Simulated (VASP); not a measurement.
# SnTe (NiAs type) (P6_3/mmc) in VASP: notebook, part 2 of 2

VASP 6.6.1.

### Step 4. Single point, PBE

This run uses another cell than the first one, of 34.13 Å³/atom, 1.222 times its volume.

INCAR reads:

```
SYSTEM = SnTe
PREC = Accurate
ENCUT = 520
EDIFF = 1E-6
ISMEAR = -1
SIGMA = 0.1
LREAL = .FALSE.
LASPH = .TRUE.
NELM = 60
ALGO = Normal
ISIF = 2
LWAVE = .FALSE.
LCHARG = .FALSE.
GGA = PE
NBANDS = 28
```

KPOINTS reads:

```
regular mesh
0
G
  9 9 5
  0 0 0
```

POSCAR reads:

```
SnTe
1.0
    5.0878992985      0.0000000000      0.0000000000
   -2.5439496492      4.4062500444      0.0000000000
    0.0000000000      0.0000000000      6.0895150106
Sn Te
2 2
Direct
    0.3333333333      0.6666666667     -0.0619995502
    0.6666666667      0.3333333333      0.4380004498
    0.3333333333      0.6666666667      0.4379995502
    0.6666666667      0.3333333333      0.9379995502
```

Potentials or basis: VASP PAW PBE potentials, release 64 (Sn_d, Te).

On the command line:

```bash
$ cat potpaw_PBE.64/Sn_d/POTCAR potpaw_PBE.64/Te/POTCAR > POTCAR
$ mpirun -np 1 vasp_std > vasp.out
```

OUTCAR:

```text
SYSTEM = SnTe
   PREC = Accurate
   ENCUT = 520
   EDIFF = 1E-6
   ISMEAR = -1
   LREAL = .FALSE.
   LASPH = .TRUE.
   NELM = 60
   ISIF = 2
   GGA = PE

 ion  position               nearest neighbor table
   1  0.333  0.667  0.938-   4 2.94   4 2.94   4 2.94   3 3.04   3 3.04
   2  0.667  0.333  0.438-   3 2.94   3 2.94   3 2.94   4 3.04   4 3.04
   3  0.333  0.667  0.438-   2 2.94   2 2.94   2 2.94   1 3.04   1 3.04
   4  0.667  0.333  0.938-   1 2.94   1 2.94   1 2.94   2 3.04   2 3.04

  LATTYP: Found a hexagonal cell.
 ALAT       =     5.0878992985
 C/A-ratio  =     1.1968623303

  Lattice vectors:

 A1 = (   5.0878992985,   0.0000000000,   0.0000000000)
 A2 = (  -2.5439496492,   4.4062500444,   0.0000000000)
 A3 = (   0.0000000000,   0.0000000000,   6.0895150106)

Analysis of symmetry for initial positions (statically):
=====================================================================
 Subroutine PRICEL returns:
 Original cell was already a primitive cell.

 Routine SETGRP: Setting up the symmetry group for a
 hexagonal supercell.

 Subroutine GETGRP returns: Found 24 space group operations
 (whereof  6 operations were pure point group operations)
 out of a pool of 24 trial point group operations.

The static configuration has the point symmetry C_3v.
 The point group associated with its full space group is D_6h.

Analysis of symmetry for dynamics (positions and initial velocities):
=====================================================================
 Subroutine PRICEL returns:
 Original cell was already a primitive cell.

 Routine SETGRP: Setting up the symmetry group for a
 hexagonal supercell.

 Subroutine GETGRP returns: Found 24 space group operations
 (whereof  6 operations were pure point group operations)
 out of a pool of 24 trial point group operations.

The dynamic configuration has the point symmetry C_3v.
 The point group associated with its full space group is D_6h.

 Subroutine INISYM returns: Found 24 space group operations
 (whereof  6 operations are pure point group operations),
 and found     1 'primitive' translations

----------------------------------------------------------------------------------------

                                     Primitive cell

  volume of cell :     136.5181

  direct lattice vectors                    reciprocal lattice vectors
     5.087899299  0.000000000  0.000000000     0.196544771  0.113475176  0.000000000
    -2.543949649  4.406250044  0.000000000     0.000000000  0.226950352  0.000000000
     0.000000000  0.000000000  6.089515011     0.000000000  0.000000000  0.164216690

  length of vectors
     5.087899299  5.087899298  6.089515011     0.226950352  0.226950352  0.164216690

  position of ions in fractional coordinates (direct lattice)
     0.333333333  0.666666667  0.938000450
     0.666666667  0.333333333  0.438000450
     0.333333333  0.666666667  0.437999550
     0.666666667  0.333333333  0.937999550

  ion indices of the primitive-cell ions
   primitive index   ion index
                 1           1
                 2           2
                 3           3
                 4           4

----------------------------------------------------------------------------------------

 KPOINTS: regular mesh

Automatic generation of k-mesh.
 Grid dimensions read from file:
 generate k-points for:    9    9    5

 Generating k-lattice:

  Cartesian coordinates                     Fractional coordinates (reciprocal lattice)
     0.021838308  0.012608353  0.000000000     0.111111111  0.000000000  0.000000000
     0.000000000  0.025216706  0.000000000     0.000000000  0.111111111  0.000000000
     0.000000000  0.000000000  0.032843338     0.000000000  0.000000000  0.200000000

  Length of vectors
     0.025216706  0.025216706  0.032843338

  Shift w.r.t. Gamma in fractional coordinates (k-lattice)
     0.000000000  0.000000000  0.000000000

 Subroutine IBZKPT returns following result:
 ===========================================

 Found     36 irreducible k-points:

 Following reciprocal coordinates:
            Coordinates               Weight
  0.000000  0.000000  0.000000      1.000000
  0.111111  0.000000  0.000000      6.000000
  0.222222  0.000000  0.000000      6.000000
  0.333333  0.000000  0.000000      6.000000
  0.444444  0.000000  0.000000      6.000000
  0.111111  0.111111  0.000000      6.000000
[... 16 lines left out ...]
  0.333333  0.222222  0.200000     24.000000
  0.333333  0.333333  0.200000      4.000000
 [... further k-points ...]
   k-points           NKPTS =     36   k-points in BZ     NKDIM =     36   number of bands    NBANDS=     28
   number of dos      NEDOS =    301   number of ions     NIONS =      4
   total plane-waves  NPLWV =  76800
   dimension x,y,z NGX =    40 NGY =   40 NGZ =   48
   dimension x,y,z NGXF=    80 NGYF=   80 NGZF=   96
   ions per type =               2   2
   NGX,Y,Z   is equivalent  to a cutoff of  13.07, 13.07, 13.10 a.u.
   NGXF,Y,Z  is equivalent  to a cutoff of  26.14, 26.14, 26.21 a.u.
 SYSTEM =  SnTe
   PREC   = accura    normal or accurate (medium, high low for compatibility)
   ISTART =      0    job   : 0-new  1-cont  2-samecut
   ICHARG =      2    charge: 1-file 2-atom 10-const
   ISPIN  =      1    spin polarized calculation?
   LNONCOLLINEAR =      F non collinear calculations
   LSORBIT =      F    spin-orbit coupling
   LASPH  =      T    aspherical Exc in radial PAW
   ENCUT  =  520.0 eV  38.22 Ry    6.18 a.u.   9.46  9.46 11.32*2*pi/ulx,y,z
   NELM   =     60;   NELMIN=  2; NELMDL= -5     # of ELM steps
   EDIFF  = 0.1E-05   stopping-criterion for ELM
   LREAL  =      F    real-space projection
   EDIFFG = 0.1E-04   stopping-criterion for IOM
   NSW    =      0    number of steps for IOM
   IBRION =     -1    ionic relax: 0-MD 1-quasi-New 2-CG
   NFREE  =      0    steps in history (QN), initial steepest desc. (CG)
   ISIF   =      2    stress and relaxation
   ISYM   =      2    0-nonsym 1-usesym 2-fastsym
   POTIM  = 0.5000    time-step for ionic-motion
   TEBEG  =    0.0;   TEEND  =   0.0 temperature during run
   PSTRESS=    0.0 pullay stress
   NELECT =      40.0000    total number of electrons
   NUPDOWN=      -1.0000    fix difference up-down
   EMIN   =  10.00;   EMAX   =-10.00  energy-range for DOS
   EFERMI =   0.00;   METHOD = LEGACY
   ISMEAR =    -1;   SIGMA  =   0.10  broadening in eV -4-tet -1-fermi 0-gaus
   EFERMI_NEDOS =   21; number of points for ismear=-14 and -15
   IALGO  =     38    algorithm
   IMIX   =      4    mixing-type and parameters
     AMIX     =   0.40;   BMIX     =  1.00
     AMIX_MAG =   1.60;   BMIX_MAG =  1.00
  volume/ion in A,a.u.               =      34.13       230.32
  Fermi-wavevector in a.u.,A,eV,Ry     =   1.087338  2.054772 16.086232  1.182305
  Thomas-Fermi vector in A             =   2.223495
   LORBIT       =      0    0 simple, 1 ext, 2 COOP (PROOUT), +10 PAW based schemes
   GGA     = PE    functional components
   LHFCALC =     F    Hartree Fock is set to
   AEXX    =    0.0000 exact exchange contribution
   IVDW    =     0    specifies the selected vdW correction
   LEPSILON=     F    determine dielectric tensor
   LRPA    =     F    only Hartree local field effects (RPA)
 non-spin polarized calculation
  energy-cutoff  :      520.00
  volume of cell :      136.52
 maximum number of plane-waves:      3704
 NGX is ok and might be reduce to    40
   NGX = 19   NGY = 19   NGZ = 23

 number of electron      40.0000012 magnetization

 Free energy of the ion-electron system (eV)
  ---------------------------------------------------
  ext. energy  EPLUGINS =         0.00000000
  ---------------------------------------------------
  free energy    TOTEN  =       -13.99979603 eV

  energy without entropy =      -13.96756645  energy(sigma->0) =      -13.98368124

 E-fermi :   6.3122     XC(G=0):  -8.8202

 val. band max:        6.1674224160   @ k =   0.3333   0.3333   0.4000
 cond. band min:       6.4304039142   @ k =   0.1111   0.1111   0.0000
 fundamental gap:      0.2629814982
 Fermi energy:         6.3121820789

 k-point     1 :       0.0000    0.0000    0.0000
  band No.  band energies     occupation
      1     -15.6962      2.00000
      2     -15.6868      2.00000
      3     -15.6868      2.00000
      4     -15.6861      2.00000
      5     -15.6861      2.00000
      6     -15.6673      2.00000
[... 20 lines left out ...]
     27      10.6156      0.00000
[... 691 lines left out ...]
      6     -15.6723      2.00000
[... 20 lines left out ...]
     27      11.1087      0.00000
     28      11.9086      0.00000

 [... further k-points ...]
[... 5 lines left out ...]
  --------------------------------------------------------------------------------------
  -------------------------------------------------------------------------------------
  Total        7.2374010      7.2374010      7.2356842      0.0000000      0.0000000      0.0000000
  in kB       84.9381641     84.9381641     84.9180153      0.0000000      0.0000000      0.0000000
  external PRESSURE =      84.9314479 kB  Pullay stress =       0.0000000 kB

 VOLUME and BASIS-vectors are now :
 -----------------------------------------------------------------------------
  energy-cutoff  :      520.00
  volume of cell :      136.52
      direct lattice vectors                 reciprocal lattice vectors
     5.087899299  0.000000000  0.000000000     0.196544771  0.113475176  0.000000000
    -2.543949649  4.406250044  0.000000000     0.000000000  0.226950352  0.000000000
     0.000000000  0.000000000  6.089515011     0.000000000  0.000000000  0.164216690

 POSITION                                       TOTAL-FORCE (eV/Angst)
 -----------------------------------------------------------------------------------
     -0.00000      2.93750      5.71197         0.000000      0.000000      0.000000
      2.54395      1.46875      2.66721        -0.000000     -0.000000      0.000000
     -0.00000      2.93750      2.66720        -0.000000     -0.000000     -0.000000
      2.54395      1.46875      5.71196        -0.000000      0.000000     -0.000000
 -----------------------------------------------------------------------------------
    total drift:                               -0.000000      0.000000      0.002574

  FREE ENERGIE OF THE ION-ELECTRON SYSTEM (eV)
  ---------------------------------------------------
  free  energy   TOTEN  =       -13.9997960300 eV

  energy  without entropy=      -13.9675664527  energy(sigma->0) =      -13.98368124
```

OSZICAR:

```text
N       E                     dE             d eps       ncg     rms          rms(c)
DAV:   1     0.346472166398E+03    0.34647E+03   -0.18796E+04  2032   0.167E+03
DAV:   2     0.318859525654E+02   -0.31459E+03   -0.30681E+03  2048   0.432E+02
DAV:   3    -0.120247004280E+02   -0.43911E+02   -0.42950E+02  2432   0.148E+02
DAV:   4    -0.140669309204E+02   -0.20422E+01   -0.20315E+01  2372   0.326E+01
DAV:   5    -0.141359848690E+02   -0.69054E-01   -0.69037E-01  2772   0.628E+00    0.994E+00
DAV:   6    -0.140145691677E+02    0.12142E+00   -0.20513E-01  2416   0.233E+00    0.640E+00
DAV:   7    -0.140032036777E+02    0.11365E-01   -0.18634E-01  2528   0.161E+00    0.591E-01
DAV:   8    -0.139984631847E+02    0.47405E-02   -0.28620E-02  2200   0.961E-01    0.603E-01
DAV:   9    -0.139998380294E+02   -0.13748E-02   -0.43110E-03  2128   0.305E-01    0.676E-01
DAV:  10    -0.139997060454E+02    0.13198E-03   -0.58738E-04  2256   0.169E-01    0.191E-01
DAV:  11    -0.139997282048E+02   -0.22159E-04   -0.91314E-05  2296   0.520E-02    0.342E-02
DAV:  12    -0.139997925454E+02   -0.64341E-04   -0.10962E-04  1876   0.342E-02    0.589E-02
DAV:  13    -0.139997942377E+02   -0.16923E-05   -0.15995E-05  2176   0.242E-02    0.789E-03
DAV:  14    -0.139997964917E+02   -0.22540E-05   -0.25798E-06  1872   0.751E-03    0.127E-02
DAV:  15    -0.139997960300E+02    0.46165E-06   -0.18413E-07  1480   0.288E-03
   1 F= -.13999796E+02 E0= -.13983681E+02  d E =-.322296E-01
```

stdout:

```text
POSCAR found type information on POSCAR SnTe
 POSCAR found :  2 types and       4 ions
 scaLAPACK will be used
 LDA part: xc-table for (Slater+PW92), standard interpolation
 POSCAR, INCAR and KPOINTS ok, starting setup
 FFT: planning ... GRIDC
 FFT: planning ... GRID_SOFT
 FFT: planning ... GRID
 WAVECAR not read
 entering main loop
```

Run time: 3.6 min. Hardware: 1 thread of AMD EPYC 7R13, shared host; peak memory 0.3 GiB.

Results:

| Property | Result |
| --- | --- |
| Free energy | -13.9998 eV |
| Pressure | 8.5 GPa |
| Band gap on the k mesh | 0.26 eV, indirect (least direct gap 0.81 eV) |

Caveat: spin-orbit coupling is left out, which moves the levels of the heavy elements.

### Step 5. Single point, PBE

This run uses another cell than the first one, of 34.13 Å³/atom, 1.222 times its volume.

INCAR reads:

```
PREC     = Accurate       # precision mode
ENCUT    = 520            # plane-wave cutoff, eV
EDIFF    = 1E-6           # SCF threshold, eV
ISMEAR   = -1             # smearing method
SIGMA    = 0.1            # smearing width, eV
LREAL    = F              # projectors in reciprocal space
LASPH    = T              # aspherical terms in the spheres
NELM     = 80             # most SCF steps
ALGO     = Normal         # electronic algorithm
ISIF     = 2              # what is computed and relaxed
LWAVE    = F              # write WAVECAR
LCHARG   = F              # write CHGCAR
GGA      = PE             # functional
NBANDS   = 28             # bands
```

KPOINTS reads:

```
regular mesh
0
Gamma
  9 9 5
```

POSCAR is that of step 4.

Potentials or basis: VASP PAW PBE potentials, release 64 (Sn_d, Te).

On the command line:

```bash
$ cat potpaw_PBE.64/Sn_d/POTCAR potpaw_PBE.64/Te/POTCAR > POTCAR
$ mpirun -np 1 vasp_std > vasp.out
```

OUTCAR:

```text
PREC = Accurate
   ENCUT = 520
   EDIFF = 1E-6
   ISMEAR = -1
   LREAL = F
   LASPH = T
   NELM = 80
   ISIF = 2
   GGA = PE

 ion  position               nearest neighbor table
   1  0.333  0.667  0.938-   4 2.94   4 2.94   4 2.94   3 3.04   3 3.04
   2  0.667  0.333  0.438-   3 2.94   3 2.94   3 2.94   4 3.04   4 3.04
   3  0.333  0.667  0.438-   2 2.94   2 2.94   2 2.94   1 3.04   1 3.04
   4  0.667  0.333  0.938-   1 2.94   1 2.94   1 2.94   2 3.04   2 3.04

  LATTYP: Found a hexagonal cell.
 ALAT       =     5.0878992985
 C/A-ratio  =     1.1968623303

  Lattice vectors:

 A1 = (   5.0878992985,   0.0000000000,   0.0000000000)
 A2 = (  -2.5439496492,   4.4062500444,   0.0000000000)
 A3 = (   0.0000000000,   0.0000000000,   6.0895150106)

Analysis of symmetry for initial positions (statically):
=====================================================================
 Subroutine PRICEL returns:
 Original cell was already a primitive cell.

 Routine SETGRP: Setting up the symmetry group for a
 hexagonal supercell.

 Subroutine GETGRP returns: Found 24 space group operations
[... 165 lines left out ...]
  ext. energy  EPLUGINS =         0.00000000
  ---------------------------------------------------
  free energy    TOTEN  =       -13.99979603 eV

  energy without entropy =      -13.96756645  energy(sigma->0) =      -13.98368124

 E-fermi :   6.3122     XC(G=0):  -8.8202

 val. band max:        6.1674224160   @ k =   0.3333   0.3333   0.4000
 cond. band min:       6.4304039142   @ k =   0.1111   0.1111   0.0000
 fundamental gap:      0.2629814982
 Fermi energy:         6.3121820789

 k-point     1 :       0.0000    0.0000    0.0000
  band No.  band energies     occupation
      1     -15.6962      2.00000
      2     -15.6868      2.00000
      3     -15.6868      2.00000
      4     -15.6861      2.00000
      5     -15.6861      2.00000
      6     -15.6673      2.00000
[... 733 lines left out ...]
     27      11.1087      0.00000
     28      11.9086      0.00000

 [... further k-points ...]
[... 5 lines left out ...]
  --------------------------------------------------------------------------------------
  -------------------------------------------------------------------------------------
  Total        7.2374010      7.2374010      7.2356842      0.0000000      0.0000000      0.0000000
  in kB       84.9381641     84.9381641     84.9180153      0.0000000      0.0000000      0.0000000
  external PRESSURE =      84.9314479 kB  Pullay stress =       0.0000000 kB

 VOLUME and BASIS-vectors are now :
 -----------------------------------------------------------------------------
  energy-cutoff  :      520.00
  volume of cell :      136.52
      direct lattice vectors                 reciprocal lattice vectors
     5.087899299  0.000000000  0.000000000     0.196544771  0.113475176  0.000000000
    -2.543949649  4.406250044  0.000000000     0.000000000  0.226950352  0.000000000
     0.000000000  0.000000000  6.089515011     0.000000000  0.000000000  0.164216690

 POSITION                                       TOTAL-FORCE (eV/Angst)
 -----------------------------------------------------------------------------------
     -0.00000      2.93750      5.71197         0.000000      0.000000      0.000000
      2.54395      1.46875      2.66721        -0.000000     -0.000000      0.000000
     -0.00000      2.93750      2.66720        -0.000000     -0.000000     -0.000000
      2.54395      1.46875      5.71196        -0.000000      0.000000     -0.000000
 -----------------------------------------------------------------------------------
    total drift:                               -0.000000      0.000000      0.002574

  FREE ENERGIE OF THE ION-ELECTRON SYSTEM (eV)
  ---------------------------------------------------
  free  energy   TOTEN  =       -13.9997960300 eV

  energy  without entropy=      -13.9675664527  energy(sigma->0) =      -13.98368124
```

It took 3.7 min on 1 thread of AMD EPYC 7R13, shared host; peak memory 0.3 GiB.

What came out:

* Free energy: -13.9998 eV
* Pressure: 8.5 GPa
* Band gap on the k mesh: 0.26 eV, indirect (least direct gap 0.81 eV)

Levels at points of the mesh, in eV from the valence-band top:
| k point | band 18 | band 19 | band 20 | band 21 | band 22 | band 23 |
| --- | --- | --- | --- | --- | --- | --- |
| (0.00, 0.00, 0.00) | -2.41 | -2.41 | -2.34 | 0.31 | 0.31 | 2.40 |

Caveat: spin-orbit coupling is left out, which moves the levels of the heavy elements.
